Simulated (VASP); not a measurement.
Crystal: SnSe.

```
Sn Se
1.0
     5.01461    0.00000    0.00000
    -2.50731    4.34278    0.00000
     0.00000    0.00000    6.03950
Sn Se
2 2
Direct
  0.33333 0.66667 0.94949
  0.66667 0.33333 0.44949
  0.33333 0.66667 0.42551
  0.66667 0.33333 0.92551
```

| Property | Result |
| --- | --- |
| Program | VASP 6.6.1 |
| Task | relaxation of cell and atoms |
| Functional | r2SCAN |
| Dispersion | rVV10 |
| Potentials or basis | VASP PAW PBE potentials, release 64 (Sn_d, Se) |
| Cutoff | 600 eV |
| k mesh | 6 × 6 × 4 |
| Occupations | fermi-dirac, width 0.03 eV |
| Spin | no spin polarisation |

At the start: pressure 0.7 GPa; volume 32.88 Å³/atom.

Task: How do energy, volume and symmetry change on relaxing?

Result: Over 14 steps the energy falls by 2.6 meV/atom and the volume is 33.75 Å³/atom (+2.6 %); space group P6_3mc (No. 186, to 0.1 Å) before and after.

Step by step:
| step | energy change (eV) | largest force (eV/Å) | pressure (GPa) | volume (Å³) |
| --- | --- | --- | --- | --- |
| 1 | 0.0000 | 0.0274 | 0.70 | 131.52 |
| 2 | -0.0045 | 0.0546 | -0.18 | 134.26 |
| 3 | -0.0048 | 0.0493 | -0.01 | 133.72 |
| 4 | -0.0052 | 0.0478 | -0.01 | 133.77 |
| 5 | -0.0064 | 0.0417 | -0.01 | 133.92 |
| 6 | -0.0079 | 0.0215 | 0.02 | 134.22 |
| 7 | -0.0080 | 0.0074 | 0.04 | 134.36 |
| 8 | -0.0082 | 0.0060 | 0.04 | 134.40 |
| 9 | -0.0087 | 0.0022 | 0.04 | 134.50 |
| 10 | -0.0094 | 0.0071 | 0.03 | 134.71 |
| 11 | -0.0096 | 0.0308 | 0.03 | 135.13 |
| 12 | -0.0097 | 0.0216 | 0.03 | 134.98 |
| 13 | -0.0100 | 0.0145 | 0.01 | 134.98 |
| 14 | -0.0103 | 0.0017 | -0.03 | 135.00 |

Final structure:
```
Sn Se
1.0
     5.04777    0.00000    0.00000
    -2.52388    4.37149    0.00000
     0.00000    0.00000    6.11777
Sn Se
2 2
Direct
  0.33333 0.66667 0.95714
  0.66667 0.33333 0.45714
  0.33333 0.66667 0.41786
  0.66667 0.33333 0.91786
```

Caveat: the structure was generated, so it needn't be the stable form of SnSe; the PAW data sets were made with another functional, which shifts forces and pressure a little.
